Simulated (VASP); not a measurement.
# InPd (Pm-3m) in VASP: further runs, part 2 of 2

VASP 6.6.1.

**4. Single point, r2SCAN**

This run uses another cell than the first one, of 17.44 Å³/atom.

File POSCAR:

```
InPd
1.0
    3.2671894599      0.0000000000      0.0000000000
    0.0000000000      3.2671894599      0.0000000000
    0.0000000000      0.0000000000      3.2671894599
In Pd
1 1
Direct
    0.0000000000      0.0000000000      0.0000000000
    0.5000000000      0.5000000000      0.5000000000
```

File INCAR.step1:

```
SYSTEM = InPd
ALGO = Normal ; EDIFF = 1E-5
ENCUT = 690 ; GGA = PE
GGA_COMPAT = .FALSE. ; ISMEAR = -1
LASPH = .TRUE. ; LCHARG = .FALSE.
LREAL = .FALSE. ; LWAVE = .TRUE.
NBANDS = 22 ; NELM = 120
PREC = Accurate ; SIGMA = 0.05
```

File INCAR.step2:

```
SYSTEM = InPd
ALGO = Normal ; EDIFF = 1E-6
ENCUT = 690 ; GGA_COMPAT = .FALSE.
ISIF = 2 ; ISMEAR = -1
ISTART = 1 ; LASPH = .TRUE.
LCHARG = .FALSE. ; LMIXTAU = .TRUE.
LREAL = .FALSE. ; LWAVE = .FALSE.
METAGGA = R2SCAN ; NBANDS = 22
NELM = 120 ; PREC = Accurate
SIGMA = 0.05
```

File KPOINTS:

```
k-points
0
G
  8 8 8
  0 0 0
```

Potentials or basis: VASP PAW PBE potentials, release 64 (In_d, Pd_sv_GW).

Run with:

```console
> cat potpaw_PBE.64/In_d/POTCAR potpaw_PBE.64/Pd_sv_GW/POTCAR > POTCAR
> cp INCAR.step1 INCAR
> mpirun -np 1 vasp_std > vasp.out
> cp INCAR.step2 INCAR
> mpirun -np 1 vasp_std > vasp.out
```

OUTCAR:

```text
SYSTEM = InPd
   EDIFF = 1E-6
   ENCUT = 690
   ISIF = 2
   ISMEAR = -1
   ISTART = 1
   LASPH = .TRUE.
   LREAL = .FALSE.
   METAGGA = R2SCAN
   NELM = 120
   PREC = Accurate

 ion  position               nearest neighbor table
   1  0.000  0.000  0.000-   2 2.83   2 2.83   2 2.83   2 2.83   2 2.83   2 2.83   2 2.83   2 2.83

   2  0.500  0.500  0.500-   1 2.83   1 2.83   1 2.83   1 2.83   1 2.83   1 2.83   1 2.83   1 2.83

  LATTYP: Found a simple cubic cell.
 ALAT       =     3.2671894599

  Lattice vectors:

 A1 = (   3.2671894599,   0.0000000000,   0.0000000000)
 A2 = (   0.0000000000,   3.2671894599,   0.0000000000)
 A3 = (   0.0000000000,   0.0000000000,   3.2671894599)

Analysis of symmetry for initial positions (statically):
=====================================================================
 Subroutine PRICEL returns:
 Original cell was already a primitive cell.

 Routine SETGRP: Setting up the symmetry group for a
 simple cubic supercell.

 Subroutine GETGRP returns: Found 48 space group operations
 (whereof 48 operations were pure point group operations)
 out of a pool of 48 trial point group operations.

The static configuration has the point symmetry O_h .

Analysis of symmetry for dynamics (positions and initial velocities):
=====================================================================
 Subroutine PRICEL returns:
 Original cell was already a primitive cell.

 Routine SETGRP: Setting up the symmetry group for a
 simple cubic supercell.

 Subroutine GETGRP returns: Found 48 space group operations
 (whereof 48 operations were pure point group operations)
 out of a pool of 48 trial point group operations.

The dynamic configuration has the point symmetry O_h .

 Subroutine INISYM returns: Found 48 space group operations
 (whereof 48 operations are pure point group operations),
 and found     1 'primitive' translations

----------------------------------------------------------------------------------------

                                     Primitive cell

  volume of cell :      34.8757

  direct lattice vectors                    reciprocal lattice vectors
     3.267189460  0.000000000  0.000000000     0.306073465  0.000000000  0.000000000
     0.000000000  3.267189460  0.000000000     0.000000000  0.306073465  0.000000000
     0.000000000  0.000000000  3.267189460     0.000000000  0.000000000  0.306073465

  length of vectors
     3.267189460  3.267189460  3.267189460     0.306073465  0.306073465  0.306073465

  position of ions in fractional coordinates (direct lattice)
     0.000000000  0.000000000  0.000000000
     0.500000000  0.500000000  0.500000000

  ion indices of the primitive-cell ions
   primitive index   ion index
                 1           1
                 2           2

----------------------------------------------------------------------------------------

 KPOINTS: k-points

Automatic generation of k-mesh.
 Grid dimensions read from file:
 generate k-points for:    8    8    8

 Generating k-lattice:

  Cartesian coordinates                     Fractional coordinates (reciprocal lattice)
     0.038259183  0.000000000  0.000000000     0.125000000  0.000000000  0.000000000
     0.000000000  0.038259183  0.000000000     0.000000000  0.125000000  0.000000000
     0.000000000  0.000000000  0.038259183     0.000000000  0.000000000  0.125000000

  Length of vectors
     0.038259183  0.038259183  0.038259183

  Shift w.r.t. Gamma in fractional coordinates (k-lattice)
     0.000000000  0.000000000  0.000000000

 Subroutine IBZKPT returns following result:
 ===========================================

 Found     35 irreducible k-points:

 Following reciprocal coordinates:
            Coordinates               Weight
  0.000000  0.000000  0.000000      1.000000
  0.125000  0.000000  0.000000      6.000000
  0.250000  0.000000  0.000000      6.000000
  0.375000  0.000000  0.000000      6.000000
  0.500000  0.000000  0.000000      3.000000
  0.125000  0.125000  0.000000     12.000000
[... 16 lines left out ...]
  0.375000  0.375000  0.125000     24.000000
  0.500000  0.375000  0.125000     24.000000
 [... further k-points ...]
   k-points           NKPTS =     35   k-points in BZ     NKDIM =     35   number of bands    NBANDS=     22
   number of dos      NEDOS =    301   number of ions     NIONS =      2
   total plane-waves  NPLWV =  21952
   dimension x,y,z NGX =    28 NGY =   28 NGZ =   28
   dimension x,y,z NGXF=    56 NGYF=   56 NGZF=   56
   ions per type =               1   1
   NGX,Y,Z   is equivalent  to a cutoff of  14.25, 14.25, 14.25 a.u.
   NGXF,Y,Z  is equivalent  to a cutoff of  28.49, 28.49, 28.49 a.u.
 SYSTEM =  InPd
   PREC   = accura    normal or accurate (medium, high low for compatibility)
   ISTART =      1    job   : 0-new  1-cont  2-samecut
   ICHARG =      0    charge: 1-file 2-atom 10-const
   ISPIN  =      1    spin polarized calculation?
   LNONCOLLINEAR =      F non collinear calculations
   LSORBIT =      F    spin-orbit coupling
   LASPH  =      T    aspherical Exc in radial PAW
   ENCUT  =  690.0 eV  50.71 Ry    7.12 a.u.   7.00  7.00  7.00*2*pi/ulx,y,z
   NELM   =    120;   NELMIN=  2; NELMDL=  0     # of ELM steps
   EDIFF  = 0.1E-05   stopping-criterion for ELM
   LREAL  =      F    real-space projection
   EDIFFG = 0.1E-04   stopping-criterion for IOM
   NSW    =      0    number of steps for IOM
   IBRION =     -1    ionic relax: 0-MD 1-quasi-New 2-CG
   NFREE  =      0    steps in history (QN), initial steepest desc. (CG)
   ISIF   =      2    stress and relaxation
   ISYM   =      2    0-nonsym 1-usesym 2-fastsym
   POTIM  = 0.5000    time-step for ionic-motion
   TEBEG  =    0.0;   TEEND  =   0.0 temperature during run
   PSTRESS=    0.0 pullay stress
   NELECT =      31.0000    total number of electrons
   NUPDOWN=      -1.0000    fix difference up-down
   EMIN   =  10.00;   EMAX   =-10.00  energy-range for DOS
   EFERMI =   0.00;   METHOD = LEGACY
   ISMEAR =    -1;   SIGMA  =   0.05  broadening in eV -4-tet -1-fermi 0-gaus
   EFERMI_NEDOS =   21; number of points for ismear=-14 and -15
   IALGO  =     38    algorithm
   IMIX   =      4    mixing-type and parameters
     AMIX     =   0.40;   BMIX     =  1.00
     AMIX_MAG =   1.60;   BMIX_MAG =  1.00
  volume/ion in A,a.u.               =      17.44       117.68
  Fermi-wavevector in a.u.,A,eV,Ry     =   1.574059  2.974541 33.710645  2.477663
  Thomas-Fermi vector in A             =   2.675250
   LORBIT       =      0    0 simple, 1 ext, 2 COOP (PROOUT), +10 PAW based schemes
   METAGGA = R2SCAN    functional components
   LHFCALC =     F    Hartree Fock is set to
   AEXX    =    0.0000 exact exchange contribution
   IVDW    =     0    specifies the selected vdW correction
   LEPSILON=     F    determine dielectric tensor
   LRPA    =     F    only Hartree local field effects (RPA)
 non-spin polarized calculation
  energy-cutoff  :      690.00
  volume of cell :       34.88
 maximum number of plane-waves:      1472
 NGX is ok and might be reduce to    28
   NGX = 13   NGY = 13   NGZ = 13

 number of electron      30.9999998 magnetization

 Free energy of the ion-electron system (eV)
  ---------------------------------------------------
  ext. energy  EPLUGINS =         0.00000000
  ---------------------------------------------------
  free energy    TOTEN  =       -45.18007627 eV

  energy without entropy =      -45.17016076  energy(sigma->0) =      -45.17511851

 E-fermi :   9.8136     XC(G=0): -13.4013

 val. band max:        9.7812338524   @ k =   0.3750   0.3750   0.1250
 cond. band min:      10.1721200258   @ k =   0.5000   0.5000   0.5000
 fundamental gap:      0.3908861734
 Fermi energy:         9.8135995918

 k-point     1 :       0.0000    0.0000    0.0000
  band No.  band energies     occupation
      1     -77.0564      2.00000
      2     -41.9750      2.00000
      3     -41.9750      2.00000
      4     -41.9750      2.00000
      5      -5.6673      2.00000
      6      -5.6673      2.00000
[... 14 lines left out ...]
     21      20.8278      0.00000
     22      26.6255      0.00000
[... 552 lines left out ...]
  band No.  band energies     occupation
      1     -77.0530      2.00000
      2     -42.0066      2.00000
      3     -42.0011      2.00000
      4     -41.9749      2.00000
      5      -5.5659      2.00000
      6      -5.4133      2.00000
[... 14 lines left out ...]
     21      21.5910      0.00000
     22      23.7111      0.00000

 [... further k-points ...]

------------------------ aborting loop because EDIFF is reached ----------------------------------------

  FORCE on cell =-STRESS in cart. coord.  units (eV):
  Direction    XX          YY          ZZ          XY          YZ          ZX
  --------------------------------------------------------------------------------------
  -------------------------------------------------------------------------------------
  Total        0.0932116      0.0932116      0.0932116     -0.0000000     -0.0000000      0.0000000
  in kB        4.2821071      4.2821071      4.2821071     -0.0000000     -0.0000000      0.0000000
  external PRESSURE =       4.2821071 kB  Pullay stress =       0.0000000 kB

 VOLUME and BASIS-vectors are now :
 -----------------------------------------------------------------------------
  energy-cutoff  :      690.00
  volume of cell :       34.88
      direct lattice vectors                 reciprocal lattice vectors
     3.267189460  0.000000000  0.000000000     0.306073465  0.000000000  0.000000000
     0.000000000  3.267189460  0.000000000     0.000000000  0.306073465  0.000000000
     0.000000000  0.000000000  3.267189460     0.000000000  0.000000000  0.306073465

 POSITION                                       TOTAL-FORCE (eV/Angst)
 -----------------------------------------------------------------------------------
      0.00000      0.00000      0.00000         0.000000      0.000000      0.000000
      1.63359      1.63359      1.63359         0.000000      0.000000      0.000000
 -----------------------------------------------------------------------------------
    total drift:                                0.000000      0.000000      0.000000

  FREE ENERGIE OF THE ION-ELECTRON SYSTEM (eV)
  ---------------------------------------------------
  free  energy   TOTEN  =       -45.1800762720 eV

  energy  without entropy=      -45.1701607556  energy(sigma->0) =      -45.17511851
```

Wall time 1.8 min (1 thread of Intel Xeon Platinum 8375C at 2.90GHz (Ice Lake), shared host); peak memory 0.21 GiB.

Results:

```
Free energy            : -45.1801 eV
Pressure               : 0.4 GPa
Band gap on the k mesh : zero (an odd number of electrons rules out a gap without spin polarisation)
```

Caveat: the PAW data sets were made with another functional, which shifts forces and pressure a little; spin-orbit coupling is left out, which moves the levels of the heavy elements.

**5. Single point, HSE06**

This run uses another cell than the first one, of 16.81 Å³/atom.

File POSCAR:

```
InPd
1.0
    3.2276647001      0.0000000000      0.0000000000
    0.0000000000      3.2276647001      0.0000000000
    0.0000000000      0.0000000000      3.2276647001
In Pd
1 1
Direct
    0.0000000000      0.0000000000      0.0000000000
    0.5000000000      0.5000000000      0.5000000000
```

File INCAR.step1:

```
PREC = Accurate
ENCUT = 520
EDIFF = 1E-5
ISMEAR = -1
SIGMA = 0.05
LREAL = False
LASPH = True
NELM = 80
ALGO = Normal
ISIF = 2
LWAVE = True
NBANDS = 18
GGA = PE
```

File INCAR.step2:

```
PREC = Accurate
ENCUT = 520
EDIFF = 1E-6
ISMEAR = -1
SIGMA = 0.05
LREAL = False
LASPH = True
NELM = 80
ALGO = Normal
ISIF = 2
LWAVE = False
LCHARG = True
GGA = PE
LHFCALC = True
HFSCREEN = 0.2079
PRECFOCK = Normal
LELF = True
LVHAR = True
NBANDS = 18
ISTART = 1
```

File KPOINTS:

```
regular mesh
0
Gamma
  6 6 6
```

Potentials or basis: VASP PAW PBE potentials, release 64 (In_d, Pd).

Run with:

```console
> cat potpaw_PBE.64/In_d/POTCAR potpaw_PBE.64/Pd/POTCAR > POTCAR
> cp INCAR.step1 INCAR
> mpirun -np 1 vasp_std > vasp.out
> cp INCAR.step2 INCAR
> mpirun -np 1 vasp_std > vasp.out
```

It took 65 min on 1 thread of Intel Xeon Platinum 8375C at 2.90GHz (Ice Lake), shared host; peak memory 0.27 GiB.

Results (log left out):

| Property | Result |
| --- | --- |
| Free energy | -10.2577 eV |
| Pressure | 6.1 GPa |
| Band gap on the k mesh | zero (an odd number of electrons rules out a gap without spin polarisation) |

Levels at points of the mesh, in eV from the Fermi level:
```csv
k point,band 7,band 8,band 9,band 10,band 11,band 12,band 13,band 14,band 15,band 16
"(0.00, 0.00, 0.00)",-5.11,-5.11,-3.19,-3.19,-3.19,4.89,4.89,4.89,11.29,11.64
"(0.50, 0.00, 0.00)",-7.14,-5.10,-4.34,-4.34,-3.30,-1.73,10.72,10.94,10.94,11.93
"(0.50, 0.50, 0.00)",-4.67,-3.68,-3.68,-2.79,-2.79,-2.63,2.00,3.13,10.77,12.38
"(0.50, 0.50, 0.50)",-6.14,-6.14,-2.57,-2.57,0.66,4.25,4.25,4.25,5.05,5.05
```

Caveat: the cell stands under pressure; the PAW data sets were made with another functional, which shifts forces and pressure a little; spin-orbit coupling is left out, which moves the levels of the heavy elements.

**6. Single point, PBE0**

This run uses another cell than the first one, of 17.16 Å³/atom.

File POSCAR:

```
InPd
1.0
    3.2499251601      0.0000000000      0.0000000000
    0.0000000000      3.2499251601      0.0000000000
    0.0000000000      0.0000000000      3.2499251601
In Pd
1 1
Direct
    0.0000000000      0.0000000000      0.0000000000
    0.5000000000      0.5000000000      0.5000000000
```

File INCAR.step1:

```
  PREC = Accurate
  ENCUT = 520
  EDIFF = 1E-5
  ISMEAR = -1
  SIGMA = 0.05
  LREAL = F
  LASPH = T
  NELM = 60
  ALGO = Normal
  ISIF = 2
  LWAVE = T
  LCHARG = F
  NBANDS = 18
  GGA = PE
```

File INCAR.step2:

```
  PREC = Accurate
  ENCUT = 520
  EDIFF = 1E-7
  ISMEAR = -1
  SIGMA = 0.05
  LREAL = F
  LASPH = T
  NELM = 60
  ALGO = Normal
  ISIF = 2
  LWAVE = F
  LCHARG = F
  GGA = PE
  LHFCALC = T
  AEXX = 0.25
  PRECFOCK = Normal
  NBANDS = 18
  ISTART = 1
```

File KPOINTS:

```
Automatic mesh
0
Gamma
  6 6 6
```

Potentials or basis: VASP PAW PBE potentials, release 64 (In_d, Pd).

Run with:

```console
> cat potpaw_PBE.64/In_d/POTCAR potpaw_PBE.64/Pd/POTCAR > POTCAR
> cp INCAR.step1 INCAR
> mpirun -np 1 vasp_std > vasp.out
> cp INCAR.step2 INCAR
> mpirun -np 1 vasp_std > vasp.out
```

Wall time 1.8 h (1 thread of Oxide Virtual Turin-like, shared host); peak memory 0.14 GiB.

The run converged. Its results:

| Item | Value |
| --- | --- |
| Free energy | -11.1653 eV |
| Pressure | 2.9 GPa |
| Band gap on the k mesh | zero (an odd number of electrons rules out a gap without spin polarisation) |

Levels at points of the mesh, in eV from the Fermi level:
```
           k point  band 8  band 9  band 10  band 11  band 12  band 13  band 14  band 15
(0.00, 0.00, 0.00)   -5.57   -3.70    -3.70    -3.70     5.06     5.06     5.06    11.24
(0.50, 0.00, 0.00)   -5.55   -4.82    -4.82    -3.80    -2.27    10.84    10.98    10.98
(0.50, 0.50, 0.00)   -4.18   -4.18    -3.25    -3.25    -3.16     2.05     3.25    10.83
(0.50, 0.50, 0.50)   -6.58   -3.08    -3.08     0.73     4.41     4.41     4.41     5.16
```

Caveat: the PAW data sets were made with another functional, which shifts forces and pressure a little; spin-orbit coupling is left out, which moves the levels of the heavy elements.

**7. Overview**

| level | potentials or basis | cell | k mesh | cutoff (eV) | grid for exact exchange (PRECFOCK) | share of exact exchange | screening parameter | gap on the mesh (eV) | pressure (GPa) |
| --- | --- | --- | --- | --- | --- | --- | --- | --- | --- |
| PBEsol-based screened hybrid with 25 % exact exchange | VASP PAW PBE potentials, release 64 (In_d, Pd) | a = 3.272 Å, 2 atoms | 4 × 4 × 4 | 520 | Normal | 0.25 | 0.207 1/Å | none | -4.8 |
| r2SCAN0 | VASP PAW PBE potentials, release 64 (In_d, Pd) | a = 3.272 Å, 2 atoms | 4 × 4 × 4 | 520 | Normal | 0.25 | - | none | -2.9 |
| r2SCAN | VASP PAW PBE potentials, release 64 (In_d, Pd_sv_GW) | a = 3.267 Å, 2 atoms | 8 × 8 × 8 | 690 | - | - | - | none | 0.4 |
| HSE06 | VASP PAW PBE potentials, release 64 (In_d, Pd) | a = 3.228 Å, 2 atoms | 6 × 6 × 6 | 520 | Normal | 0.25 | 0.2079 1/Å | none | 6.1 |
| PBE0 | VASP PAW PBE potentials, release 64 (In_d, Pd) | a = 3.250 Å, 2 atoms | 6 × 6 × 6 | 520 | Normal | 0.25 | - | none | 2.9 |

Alike in all rows: task single point; no spin polarisation; smearing fermi-dirac 0.05 eV.

Caveats: some runs use coarse meshes; the PAW data sets were made with another functional, which shifts forces and pressure a little; spin-orbit coupling is left out, which moves the levels of the heavy elements; the cell stands under pressure (at least some runs).

Absolute energies hang on the potentials; compare differences alone.

The gap in the log of VASP goes by the Fermi energy; the results here count the filled bands.